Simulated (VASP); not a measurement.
Here is a VASP 6.6.1 calculation.

The input INCAR:

```
SYSTEM = Si16N
ALGO = Normal
EDIFF = 1E-6
ENCUT = 520
GGA = PE
ISIF = 2
ISMEAR = -1
ISPIN = 2
LASPH = .TRUE.
LCHARG = .TRUE.
LELF = .TRUE.
LORBIT = 11
LREAL = Auto
LVHAR = .TRUE.
LWAVE = .FALSE.
MAGMOM = 0 0 0 0 0 0 0 0 0 0 0 0 0 0 0 0 1
NBANDS = 52
NELM = 150
PREC = Accurate
SIGMA = 0.05
```

The input KPOINTS:

```
k-points
0
G
  2 2 2
  0 0 0
```

File POSCAR:

```
Si16N
1.0
    0.0000000000      5.4300000000      5.4300000000
    5.4300000000      0.0000000000      5.4300000000
    5.4300000000      5.4300000000      0.0000000000
Si N
16 1
Direct
    0.0185819521     -0.0185451197     -0.0253959484
    0.1204419890      0.0964825046      0.1174953959
    0.0066390424     -0.0223296501      0.4798987109
    0.0986095764      0.0803038674      0.6385543278
    0.0468692449      0.4671639042      0.0101104972
    0.1380755064      0.5929189687      0.1640239411
    0.0183517495      0.4942449355      0.5097513812
    0.1724677716      0.5916942910      0.6582872928
    0.4995672192     -0.0205064457      0.0061602210
    0.6330202578      0.0958747698      0.1380662983
    0.4450552486      0.0791620626      0.4901197053
    0.6202578269      0.1541068140      0.6376427256
    0.4927716390      0.4778729282     -0.0005064457
    0.6237845304      0.6061233886      0.1626611418
    0.5344198895      0.5403499079      0.5037384899
    0.6681307551      0.6587753223      0.6233609576
    0.5692173112      0.8678360958      0.7055893186
```

Potentials or basis: VASP PAW PBE potentials, release 64 (Si, N).

Launch:

```console
$ cat potpaw_PBE.64/Si/POTCAR potpaw_PBE.64/N/POTCAR > POTCAR
$ mpirun -np 1 vasp_std > vasp.out
```

(1) What does it give for the largest force?

(2) Predict the pressure.

(3) Predict the net moment.

Answers

(1) 3.835 eV/Å.

(2) 3.5 GPa.

(3) 0.00 μB per cell.

Caveat: the k points lie up to 0.50 Å⁻¹ apart; the atoms stand as in a frame of molecular dynamics.
